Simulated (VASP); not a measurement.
## Fe: single point with revPBE

The system is Fe.

```
CELL_PARAMETERS angstrom
-1.44300 1.44300 1.44300
1.44300 -1.44300 1.44300
1.44300 1.44300 -1.44300
ATOMIC_POSITIONS crystal
Fe 0.00000 0.00000 0.00000
```

```
Program             : VASP 6.6.1
Task                : single point
Functional          : revPBE
Potentials or basis : VASP PAW PBE potentials, release 64 (Fe)
Cutoff              : 520 eV
k mesh              : 11 × 11 × 11
Occupations         : methfessel-paxton, width 0.1 eV
Spin                : collinear spin, ferromagnetic start
Starting moments    : [3.5] μB
```

```yaml
Pressure: -5.7 GPa
Net_moment: 2.28 μB per cell
Site_moments: Fe +2.29 μB
Valence_electrons_inside_the_program's_atomic_spheres: Fe 7.15
```

Levels at points of the mesh, in eV from the Fermi level:
Spin up:
| k point | band 3 | band 4 | band 5 | band 6 | band 7 | band 8 |
| --- | --- | --- | --- | --- | --- | --- |
| (0.00, 0.00, 0.00) | -2.14 | -2.14 | -1.04 | -1.04 | 24.56 | 24.56 |
Spin down:
| k point | band 1 | band 2 | band 3 | band 4 | band 5 | band 6 |
| --- | --- | --- | --- | --- | --- | --- |
| (0.00, 0.00, 0.00) | -7.87 | -0.09 | -0.09 | -0.09 | 1.85 | 1.85 |

Run time: 18 s on 1 thread of AMD EPYC 7R13 Processor (Zen 3) (shared host), peak memory 0.11 GiB.

Caveat: the PAW data sets were made with another functional, which shifts forces and pressure a little.
